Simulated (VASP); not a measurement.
Set up this calculation in VASP 6.6.1, as the native input.

```
Task                   : single point
Functional             : LDA
Potentials or basis    : VASP PAW LDA potentials, release 64 (Ti_sv)
Cutoff                 : 520 eV
k mesh                 : 15 × 15 × 15
Occupations            : fermi-dirac, width 0.05 eV
Spin                   : no spin polarisation
Dipole correction      : no
Further INCAR settings : ALGO = Normal; EDIFF = 1e-06; NBANDS = 12
```

The structure of Ti lies in POSCAR:

```
Ti
1.0
    2.2089800050      0.0000000000      0.0000000000
    0.0000000000      2.2089800050      0.0000000000
    0.0000000000      0.0000000000      2.2089800050
Ti
1
Direct
    0.0000000000      0.0000000000      0.0000000000
```

This cell differs from its parent crystal: volume scaled by 0.65.

The input as run:

INCAR

```
SYSTEM = Ti
PREC     = Accurate       ! precision mode
ENCUT    = 520            ! plane-wave cutoff, eV
EDIFF    = 1E-6           ! SCF threshold, eV
ISMEAR   = -1             ! smearing method
SIGMA    = 0.05           ! smearing width, eV
LREAL    = .FALSE.        ! projectors in reciprocal space
LASPH    = .TRUE.         ! aspherical terms in the spheres
NELM     = 100            ! most SCF steps
ALGO     = Normal         ! electronic algorithm
ISIF     = 2              ! what is computed and relaxed
LWAVE    = .FALSE.        ! write WAVECAR
LCHARG   = .FALSE.        ! write CHGCAR
GGA      = CA             ! functional
NBANDS   = 12             ! bands
```

KPOINTS

```
Automatic mesh
0
G
  15 15 15
  0 0 0
```

Potentials or basis: VASP PAW LDA potentials, release 64 (Ti_sv).

The run is started by

```console
$ cat potpaw_LDA.64/Ti_sv/POTCAR > POTCAR
$ mpirun -np 1 vasp_std > vasp.out
```

It gave:

```
Pressure               : 87.7 GPa
Band gap on the k mesh : zero (band 6 reaches 15.23 eV, above the bottom of band 7 at 10.86 eV)
```

Run time: 4.7 s on 1 thread of Intel Xeon 6975P-C, on a shared host, peak memory 0.12 GiB.
